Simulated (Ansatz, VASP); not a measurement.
BN in VASP and in Ansatz

The input INCAR:

```
SYSTEM = BN
  PREC = Accurate
  ENCUT = 600
  EDIFF = 1E-6
  ISMEAR = 0
  SIGMA = 0.05
  LREAL = .FALSE.
  LASPH = .TRUE.
  NELM = 120
  ALGO = Normal
  ISIF = 2
  LWAVE = .FALSE.
  LCHARG = .TRUE.
  LELF = .TRUE.
  LVHAR = .TRUE.
  NBANDS = 11
  GGA_COMPAT = .FALSE.
```

File KPOINTS:

```
regular mesh
0
G
  12 12 12
  0 0 0
```

POSCAR

```
BN
1.0
    0.0000000000      1.8098065388      1.8098065388
    1.8098065388      0.0000000000      1.8098065388
    1.9107937436      1.9107937436     -0.1009872049
B N
1 1
Direct
    0.0000000000      0.0000000000      0.0000000000
    0.7500000000      0.7500000000      0.7500000000
```

Input for Ansatz:

```yaml
crystal:
  lattice:
    - [0.0, 1.8098065388, 1.8098065388]
    - [1.8098065388, 0.0, 1.8098065388]
    - [1.9107937436, 1.9107937436, -0.1009872049]
  atoms:
    - { symbol: B, position: [0.0, 0.0, 0.0] }
    - { symbol: "N", position: [0.75, 0.75, 0.75] }
basis:
  ecutwfc: 520.0
kpoints:
  mp_grid: { grid: [12, 12, 12] }
hamiltonian:
  xc: lda
  pseudopotentials: { kind: paw, azcp: { folder: soft_1 } }
scf:
  occupations: { method: gaussian, width: 0.05 }
output:
  forces: true
  stress: true
  eigenvalues: true
```

Alike in both runs: task single point; functional LDA; k mesh 12 × 12 × 12; occupations gaussian, width 0.05 eV; no spin polarisation.

|  | VASP | Ansatz |
| --- | --- | --- |
| version | VASP 6.6.1 | Ansatz 0.2.0 |
| potentials or method | VASP PAW LDA potentials, release 64 (B, N), cutoff 600 eV | scalar-relativistic, plane waves, PAW |
| valence electrons in the cell | 8 | 8 |

VASP gave:

* gap on the k mesh at the Fermi level (eV): 3.97
* least direct gap on the mesh (eV): 5.95
* rms of the force components (eV/Å): 0.271

Task: Estimate Ansatz's values.

Result: gap on the k mesh at the Fermi level (eV): 3.98; least direct gap on the mesh (eV): 5.95; rms of the force components (eV/Å): 0.280.

Ansatz warns that its potentials were made for another functional, while VASP's fit it. LDA's correlation is that of Perdew and Zunger in VASP and of Perdew and Wang (1992) in Ansatz. Atom by atom the forces differ by 0.009 eV/Å (rms over components).
